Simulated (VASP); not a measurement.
# Si16Ge (a cell with a defect) in VASP: further runs

Runs on Si16Ge (a cell with a defect). Level: LDA. Tasks: single point.

Everything below comes from runs of VASP 6.6.1. Logs are shortened: lines on timing, memory, paths and dates and some standing lists are left out, and cuts for length are marked.

### 1 The cell of the first run

The cell holds a defect, 17 atoms: a = 7.679 Å, b = 7.679 Å, c = 7.679 Å, α = 60.00°, β = 60.00°, γ = 60.00°.

### 2 Single point, LDA

The input, INCAR:

```
SYSTEM = Si16Ge
ALGO = Normal
EDIFF = 1E-6
ENCUT = 520
GGA = CA
ISIF = 2
ISMEAR = 0
LASPH = .True.
LCHARG = .False.
LREAL = Auto
LWAVE = .False.
NBANDS = 53
NELM = 60
PREC = Accurate
SIGMA = 0.02
```

The input, KPOINTS:

```
k-points
0
Gamma
  2 2 2
  0 0 0
```

The input, POSCAR:

```
Si16Ge
1.0
    0.0000000000      5.4300000000      5.4300000000
    5.4300000000      0.0000000000      5.4300000000
    5.4300000000      5.4300000000      0.0000000000
Si Ge
16 1
Direct
   -0.0021618785     -0.0056224678     -0.0032920810
    0.0980139042      0.1342183241      0.1324971455
   -0.0017687845     -0.0038076427      0.5087953039
    0.1318577348      0.1176253223      0.6256897790
   -0.0021346225      0.5100436464     -0.0030813996
    0.1313934622      0.6235076427      0.1208304788
    0.0246627072      0.4907074586      0.4934179558
    0.1318024862      0.6242382136      0.6258522099
    0.4634528545      0.0124933702      0.0107097606
    0.6184225599      0.1131951197      0.1187571823
    0.5028372007     -0.0159195212      0.5066705341
    0.6172825046      0.1173924494      0.6473556169
    0.5031028545      0.5049855433     -0.0139606814
    0.6183771639      0.6487913444      0.1188858195
    0.5027472376      0.5056901473      0.5067048803
    0.6526669429      0.6153008287      0.6158686004
    0.7035162983      0.2659352670      0.2638258748
```

Potentials or basis: VASP PAW LDA potentials, release 64 (Si, Ge_d).

Command:

```bash
cat potpaw_LDA.64/Si/POTCAR potpaw_LDA.64/Ge_d/POTCAR > POTCAR
mpirun -np 1 vasp_std > vasp.out
```

OUTCAR:

```text
SYSTEM = Si16Ge
   EDIFF = 1E-6
   ENCUT = 520
   GGA = CA
   ISIF = 2
   ISMEAR = 0
   LASPH = .True.
   LREAL = Auto
   NELM = 60
   PREC = Accurate

 ion  position               nearest neighbor table
   1  0.998  0.994  0.997-   6 2.33   4 2.33   2 2.36  10 2.38  17 2.93
   2  0.098  0.134  0.132-   9 2.29   1 2.36   5 2.36   3 2.37  17 2.47
   3  0.998  0.996  0.509-   8 2.33   4 2.33   2 2.37  12 2.39  17 2.94
   4  0.132  0.118  0.626-  11 2.33   1 2.33   3 2.33   7 2.34
   5  0.998  0.510  0.997-   6 2.33   8 2.33   2 2.36  14 2.38  17 2.93
   6  0.131  0.624  0.121-   1 2.33   5 2.33  13 2.33   7 2.34
   7  0.025  0.491  0.493-  16 2.33   6 2.34   4 2.34   8 2.34
   8  0.132  0.624  0.626-  15 2.33   5 2.33   3 2.33   7 2.34
   9  0.463  0.012  0.011-  12 2.29   2 2.29  14 2.29  10 2.29
  10  0.618  0.113  0.119-   9 2.29   1 2.38  17 2.42  11 2.43  13 2.46
  11  0.503  0.984  0.507-  16 2.32   4 2.33  10 2.43  12 2.44  17 2.64
  12  0.617  0.117  0.647-   9 2.29   3 2.39  17 2.42  15 2.44  11 2.44
  13  0.503  0.505  0.986-  16 2.33   6 2.33  10 2.46  14 2.46  17 2.61
  14  0.618  0.649  0.119-   9 2.29   5 2.38  17 2.42  15 2.43  13 2.46
  15  0.503  0.506  0.507-  16 2.32   8 2.33  14 2.43  12 2.44  17 2.64
  16  0.653  0.615  0.616-  15 2.32  11 2.32  13 2.33   7 2.33
  17  0.704  0.266  0.264-  14 2.42  10 2.42  12 2.42   2 2.47  13 2.61  11 2.64  15 2.64   5 2.93
                             1 2.93   3 2.94

  LATTYP: Found a face centered cubic cell.
 ALAT       =    10.8600000000

  Lattice vectors:

 A1 = (   0.0000000000,   5.4300000000,   5.4300000000)
 A2 = (   5.4300000000,   0.0000000000,   5.4300000000)
 A3 = (   5.4300000000,   5.4300000000,   0.0000000000)

Analysis of symmetry for initial positions (statically):
=====================================================================
 Subroutine PRICEL returns:
 Original cell was already a primitive cell.

 Routine SETGRP: Setting up the symmetry group for a
 face centered cubic supercell.

 Subroutine GETGRP returns: Found  1 space group operations
 (whereof  1 operations were pure point group operations)
 out of a pool of 48 trial point group operations.

The static configuration has the point symmetry C_1 .

Analysis of symmetry for dynamics (positions and initial velocities):
=====================================================================
 Subroutine PRICEL returns:
 Original cell was already a primitive cell.

 Routine SETGRP: Setting up the symmetry group for a
 face centered cubic supercell.

 Subroutine GETGRP returns: Found  1 space group operations
 (whereof  1 operations were pure point group operations)
 out of a pool of 48 trial point group operations.

The dynamic configuration has the point symmetry C_1 .

 Subroutine INISYM returns: Found  1 space group operations
 (whereof  1 operations are pure point group operations),
 and found     1 'primitive' translations

----------------------------------------------------------------------------------------

                                     Primitive cell

  volume of cell :     320.2060

  direct lattice vectors                    reciprocal lattice vectors
     0.000000000  5.430000000  5.430000000    -0.092081031  0.092081031  0.092081031
     5.430000000  0.000000000  5.430000000     0.092081031 -0.092081031  0.092081031
     5.430000000  5.430000000  0.000000000     0.092081031  0.092081031 -0.092081031

  length of vectors
     7.679179644  7.679179644  7.679179644     0.159489025  0.159489025  0.159489025

  position of ions in fractional coordinates (direct lattice)
     0.997838122  0.994377532  0.996707919
     0.098013904  0.134218324  0.132497145
     0.998231215  0.996192357  0.508795304
     0.131857735  0.117625322  0.625689779
     0.997865377  0.510043646  0.996918600
     0.131393462  0.623507643  0.120830479
[... 9 lines left out ...]
     0.652666943  0.615300829  0.615868600
     0.703516298  0.265935267  0.263825875

  ion indices of the primitive-cell ions
   primitive index   ion index
                 1           1
                 2           2
                 3           3
                 4           4
                 5           5
                 6           6
[... 9 lines left out ...]
                16          16
                17          17

----------------------------------------------------------------------------------------

 KPOINTS: k-points

Automatic generation of k-mesh.
 Grid dimensions read from file:
 generate k-points for:    2    2    2

 Generating k-lattice:

  Cartesian coordinates                     Fractional coordinates (reciprocal lattice)
    -0.046040516  0.046040516  0.046040516     0.500000000  0.000000000  0.000000000
     0.046040516 -0.046040516  0.046040516     0.000000000  0.500000000  0.000000000
     0.046040516  0.046040516 -0.046040516     0.000000000  0.000000000  0.500000000

  Length of vectors
     0.079744512  0.079744512  0.079744512

  Shift w.r.t. Gamma in fractional coordinates (k-lattice)
     0.000000000  0.000000000  0.000000000

 Subroutine IBZKPT returns following result:
 ===========================================

 Found      8 irreducible k-points:

 Following reciprocal coordinates:
            Coordinates               Weight
  0.000000  0.000000  0.000000      1.000000
  0.500000  0.000000  0.000000      1.000000
  0.000000  0.500000  0.000000      1.000000
  0.000000  0.000000  0.500000      1.000000
  0.500000  0.500000  0.500000      1.000000
  0.500000  0.500000  0.000000      1.000000
  0.000000  0.500000  0.500000      1.000000
  0.500000  0.000000  0.500000      1.000000
   k-points           NKPTS =      8   k-points in BZ     NKDIM =      8   number of bands    NBANDS=     53
   number of dos      NEDOS =    301   number of ions     NIONS =     17
   total plane-waves  NPLWV = 216000
   dimension x,y,z NGX =    60 NGY =   60 NGZ =   60
   dimension x,y,z NGXF=   120 NGYF=  120 NGZF=  120
   ions per type =              16   1
   NGX,Y,Z   is equivalent  to a cutoff of  12.99, 12.99, 12.99 a.u.
   NGXF,Y,Z  is equivalent  to a cutoff of  25.98, 25.98, 25.98 a.u.
 SYSTEM =  Si16Ge
   PREC   = accura    normal or accurate (medium, high low for compatibility)
   ISTART =      0    job   : 0-new  1-cont  2-samecut
   ICHARG =      2    charge: 1-file 2-atom 10-const
   ISPIN  =      1    spin polarized calculation?
   LNONCOLLINEAR =      F non collinear calculations
   LSORBIT =      F    spin-orbit coupling
   LASPH  =      T    aspherical Exc in radial PAW
   ENCUT  =  520.0 eV  38.22 Ry    6.18 a.u.  14.28 14.28 14.28*2*pi/ulx,y,z
   NELM   =     60;   NELMIN=  2; NELMDL= -5     # of ELM steps
   EDIFF  = 0.1E-05   stopping-criterion for ELM
   LREAL  =      T    real-space projection
   EDIFFG = 0.1E-04   stopping-criterion for IOM
   NSW    =      0    number of steps for IOM
   IBRION =     -1    ionic relax: 0-MD 1-quasi-New 2-CG
   NFREE  =      0    steps in history (QN), initial steepest desc. (CG)
   ISIF   =      2    stress and relaxation
   ISYM   =      2    0-nonsym 1-usesym 2-fastsym
   POTIM  = 0.5000    time-step for ionic-motion
   TEBEG  =    0.0;   TEEND  =   0.0 temperature during run
   PSTRESS=    0.0 pullay stress
   NELECT =      78.0000    total number of electrons
   NUPDOWN=      -1.0000    fix difference up-down
   EMIN   =  10.00;   EMAX   =-10.00  energy-range for DOS
   EFERMI =   0.00;   METHOD = LEGACY
   ISMEAR =     0;   SIGMA  =   0.02  broadening in eV -4-tet -1-fermi 0-gaus
   EFERMI_NEDOS =   21; number of points for ismear=-14 and -15
   IALGO  =     38    algorithm
   IMIX   =      4    mixing-type and parameters
     AMIX     =   0.40;   BMIX     =  1.00
     AMIX_MAG =   1.60;   BMIX_MAG =  1.00
  volume/ion in A,a.u.               =      18.84       127.11
  Fermi-wavevector in a.u.,A,eV,Ry     =   1.022421  1.932096 14.222785  1.045345
  Thomas-Fermi vector in A             =   2.156100
   LORBIT       =      0    0 simple, 1 ext, 2 COOP (PROOUT), +10 PAW based schemes
   GGA     = CA    functional components
   LHFCALC =     F    Hartree Fock is set to
   AEXX    =    0.0000 exact exchange contribution
   IVDW    =     0    specifies the selected vdW correction
   LEPSILON=     F    determine dielectric tensor
   LRPA    =     F    only Hartree local field effects (RPA)
 non-spin polarized calculation
 Gauss-broadening in eV      SIGMA  =   0.02
  energy-cutoff  :      520.00
  volume of cell :      320.21
 maximum number of plane-waves:      8646
 NGX is ok and might be reduce to    60
   NGX = 29   NGY = 29   NGZ = 29

 number of electron      78.0000001 magnetization

 Free energy of the ion-electron system (eV)
  ---------------------------------------------------
  ext. energy  EPLUGINS =         0.00000000
  ---------------------------------------------------
  free energy    TOTEN  =       -96.40381760 eV

  energy without entropy =      -96.40246370  energy(sigma->0) =      -96.40314065

 E-fermi :   6.7985     XC(G=0):  -9.9377

 val. band max:        6.7806005742   @ k =   0.0000   0.0000   0.0000
 cond. band min:       6.8178338526   @ k =   0.0000   0.0000   0.0000
 fundamental gap:      0.0372332784
 Fermi energy:         6.7984957904

 k-point     1 :       0.0000    0.0000    0.0000
  band No.  band energies     occupation
      1     -18.4577      2.00000
      2     -18.4562      2.00000
      3     -18.4560      2.00000
      4     -18.4401      2.00000
      5     -18.4399      2.00000
      6      -6.5796      2.00000
[... 43 lines left out ...]
     50       8.1013      0.00000
     51       8.8519      0.00000

 k-point     2 :       0.5000    0.0000    0.0000
  band No.  band energies     occupation
      1     -18.4577      2.00000
      2     -18.4562      2.00000
      3     -18.4560      2.00000
      4     -18.4401      2.00000
      5     -18.4399      2.00000
      6      -6.2688      2.00000
[... 316 lines left out ...]
 k-point     8 :       0.5000    0.0000    0.5000
  band No.  band energies     occupation
      1     -18.4577      2.00000
      2     -18.4562      2.00000
      3     -18.4560      2.00000
      4     -18.4401      2.00000
      5     -18.4399      2.00000
      6      -6.1515      2.00000
[... 43 lines left out ...]
     50      10.2136      0.00000
     51      10.2988      0.00000
 [bands above 51 left out]

------------------------ aborting loop because EDIFF is reached ----------------------------------------

  FORCE on cell =-STRESS in cart. coord.  units (eV):
  Direction    XX          YY          ZZ          XY          YZ          ZX
  --------------------------------------------------------------------------------------
  -------------------------------------------------------------------------------------
  Total        5.5242534      4.8658029      5.4966633      0.3879741     -0.4052383      0.1081580
  in kB       27.6410598     24.3464481     27.5030106      1.9412606     -2.0276435      0.5411774
  external PRESSURE =      26.4968395 kB  Pullay stress =       0.0000000 kB

 VOLUME and BASIS-vectors are now :
 -----------------------------------------------------------------------------
  energy-cutoff  :      520.00
  volume of cell :      320.21
      direct lattice vectors                 reciprocal lattice vectors
     0.000000000  5.430000000  5.430000000    -0.092081031  0.092081031  0.092081031
     5.430000000  0.000000000  5.430000000     0.092081031 -0.092081031  0.092081031
     5.430000000  5.430000000  0.000000000     0.092081031  0.092081031 -0.092081031

 POSITION                                       TOTAL-FORCE (eV/Angst)
 -----------------------------------------------------------------------------------
     10.81159     10.83038     10.81773         0.018758      0.001638      0.006456
      1.44826      1.25167      1.26102        -0.090799      0.091399      0.092634
      8.17208      8.18315     10.82972        -0.005628     -0.014822      0.004871
      4.03620      4.11348      1.35469         0.022597     -0.019860     -0.017103
      8.18281     10.83168      8.18795        -0.006439     -0.000679     -0.017339
      4.04176      1.36958      4.09911         0.026978     -0.024300     -0.026382
[... 9 lines left out ...]
      6.68525      6.88815      6.88506         0.054848     -0.052489     -0.052463
      2.87660      5.25267      5.26412        -0.181320      0.176400      0.179169
 -----------------------------------------------------------------------------------
    total drift:                               -0.000184     -0.003015     -0.002385

  FREE ENERGIE OF THE ION-ELECTRON SYSTEM (eV)
  ---------------------------------------------------
  free  energy   TOTEN  =       -96.4038176005 eV

  energy  without entropy=      -96.4024636985  energy(sigma->0) =      -96.40314065
```

Run time: 2.7 min. Hardware: 1 thread of AMD EPYC 9R45 (Zen 5), shared host; peak memory 0.37 GiB.

Results:

```yaml
Free_energy: -96.4038 eV
Pressure: 2.6 GPa
Largest_force: 0.310 eV/Å
Band_gap_on_the_k_mesh: zero (band 39 reaches 6.84 eV, above the bottom of band 40 at 6.61 eV)
```

Forces in eV/Å, atoms in the order of the input:
```
Si   0.019  0.002  0.006
Si  -0.091  0.091  0.093
Si  -0.006 -0.015  0.005
Si   0.023 -0.020 -0.017
Si  -0.006 -0.001 -0.017
Si   0.027 -0.024 -0.026
Si   0.049 -0.055 -0.050
Si   0.013 -0.022 -0.023
Si  -0.059  0.060  0.058
Si   0.088  0.018  0.007
Si   0.032 -0.028 -0.023
Si  -0.010 -0.090  0.011
Si   0.035 -0.028 -0.031
Si  -0.009  0.017 -0.089
Si   0.022 -0.028 -0.030
Si   0.055 -0.052 -0.052
Ge  -0.181  0.176  0.179
```

Caveat: the k points lie up to 0.50 Å⁻¹ apart.

(Continued in part 2 of 2.)
